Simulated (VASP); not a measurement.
**Rh: single point with PBE**

The system is Rh.

```xyz
2
Lattice="2.7254 0.0000 0.0000 -1.3627 2.3603 0.0000 0.0000 0.0000 4.3924" Properties=species:S:1:pos:R:3 pbc="T T T"
Rh    0.0000    1.5735    1.0981
Rh    1.3627    0.7868    3.2943
```

* Program: VASP 6.6.1
* Task: single point
* Functional: PBE
* Potentials or basis: VASP PAW PBE potentials, release 64 (Rh_pv)
* Cutoff: 520 eV
* k mesh: 13 × 13 × 7
* Occupations: fermi-dirac, width 0.1 eV
* Spin: no spin polarisation
* Dipole correction: no
* Further INCAR settings: ALGO = Normal; EDIFF = 1e-06; NBANDS = 22

- Pressure: 0.0 GPa
- Band gap on the k mesh: zero (band 15 reaches 12.11 eV, above the bottom of band 16 at 9.88 eV)

Levels at points of the mesh, in eV from the Fermi level:
| k point | band 13 | band 14 | band 15 | band 16 | band 17 | band 18 |
| --- | --- | --- | --- | --- | --- | --- |
| (0.00, 0.00, 0.00) | -2.40 | -1.86 | -1.86 | 0.12 | 0.12 | 0.79 |

It took 17 s on 1 thread of AMD EPYC 9R45 96-Core Processor (Zen 5), on a shared host, peak memory 0.14 GiB.
